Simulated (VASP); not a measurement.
A run of VASP 6.6.1 is set up as follows.

Contents of INCAR:

```
SYSTEM = Zn
  PREC = Accurate
  ENCUT = 520
  EDIFF = 1E-6
  ISMEAR = -1
  SIGMA = 0.1
  LREAL = .False.
  LASPH = .True.
  NELM = 100
  ALGO = Normal
  ISIF = 2
  LWAVE = .False.
  LCHARG = .True.
  GGA = PE
  LELF = .True.
  LVHAR = .True.
  NBANDS = 12
```

Contents of KPOINTS:

```
Automatic mesh
0
Gamma
  16 16 15
  0 0 0
```

File POSCAR:

```
Zn
1.0
    2.5724053644      0.0000000000      0.0000000000
   -1.2862026822      2.2277683944      0.0000000000
    0.0000000000      0.0000000000      3.0735114047
Zn
1
Direct
    0.0000000000      0.0000000000      0.0000000000
```

Potentials or basis: VASP PAW PBE potentials, release 64 (Zn).

Command:

```console
$ cat potpaw_PBE.64/Zn/POTCAR > POTCAR
$ mpirun -np 1 vasp_std > vasp.out
```

Estimate the band gap on the k mesh.

zero (band 6 reaches 4.85 eV, above the bottom of band 7 at -1.29 eV).

Predict the pressure.

0.3 GPa.

Stress tensor (GPa, compression positive):
```
0.42 0.00 0.00
0.00 0.42 0.00
0.00 0.00 0.04
```
